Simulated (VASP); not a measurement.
Runs of VASP 6.6.1 on Ti. The structure is that of space group I4/mmm (No. 139), or close to it. The cells are those of the table. 

| cell | further INCAR settings | gap on the mesh (eV) | pressure (GPa) |
| --- | --- | --- | --- |
| a = 2.929 Å, angles 118.4, 118.4, 92.7°, 1 atom | ALGO = Fast; EDIFF = 1e-06; NBANDS = 12 | none | (a) |
| a = 3.009 Å, angles 123.4, 123.4, 84.2°, 1 atom | ALGO = Fast; EDIFF = 1e-07; NBANDS = 12 | none | -4.7 |
| a = 2.872 Å, angles 107.5, 107.5, 113.5°, 1 atom | ALGO = Fast; EDIFF = 1e-07; NBANDS = 12 | none | -5.1 |
| a = 2.823 Å, angles 107.5, 107.5, 113.5°, 1 atom | ALGO = Fast; EDIFF = 1e-07; NBANDS = 12 | none | -0.1 |
| a = 2.823 Å, angles 111.6, 111.6, 105.4°, 1 atom | ALGO = Fast; EDIFF = 1e-06; NBANDS = 12 | none | -0.1 |

Alike in all rows: task single point; level PBE; potentials or basis VASP PAW PBE potentials, release 64 (Ti_sv); no spin polarisation; k mesh 22 × 22 × 22; cutoff (eV) 520; smearing gaussian 0.15 eV.

**Question.** Fill in the values left out.

**Answer.** (a) -4.4.

Caveats: the cell stands under tension (at least some runs).

A gap of «none» marks levels without a gap at the run's occupations.
